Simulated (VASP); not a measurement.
A run of VASP 6.6.1 is set up as follows.

Contents of INCAR:

```
PREC = Accurate
ENCUT = 520
EDIFF = 1E-6
ISMEAR = 0
SIGMA = 0.1
LREAL = F
LASPH = T
NELM = 100
ALGO = Normal
ISIF = 2
LWAVE = F
LCHARG = F
GGA = PE
NBANDS = 26
```

KPOINTS

```
regular mesh
0
Gamma
  6 6 4
```

File POSCAR:

```
InB2As3
1.0
    4.8599345029      0.0000000029      0.0000000000
   -2.4299672540      4.2088267388      0.0000000000
    0.0000000000      0.0000000000      4.8923692752
In B As
1 2 3
Direct
    0.0000000000      0.0000000000      0.5000000000
    0.3333333333      0.6666666667      0.5000000000
    0.6666666667      0.3333333333      0.5000000000
    0.3333333333      0.6666666667      0.0000000000
    0.6666666667      0.3333333333      0.0000000000
    0.0000000000      0.0000000000      0.0000000000
```

Potentials or basis: VASP PAW PBE potentials, release 64 (In_d, B, As).

Launch:

```console
$ cat potpaw_PBE.64/In_d/POTCAR potpaw_PBE.64/B/POTCAR potpaw_PBE.64/As/POTCAR > POTCAR
$ mpirun -np 1 vasp_std > vasp.out
```

Question: Estimate the band gap on the k mesh.

Answer: Zero (band 17 reaches 7.81 eV, above the bottom of band 18 at 5.66 eV).

Question: Estimate the pressure.

Answer: 0.1 GPa.

Stress tensor (GPa, compression positive):
```
 0.18  0.00  0.00
 0.00  0.18  0.00
 0.00  0.00 -0.10
```

Caveat: spin-orbit coupling is left out, which moves the levels of the heavy elements.
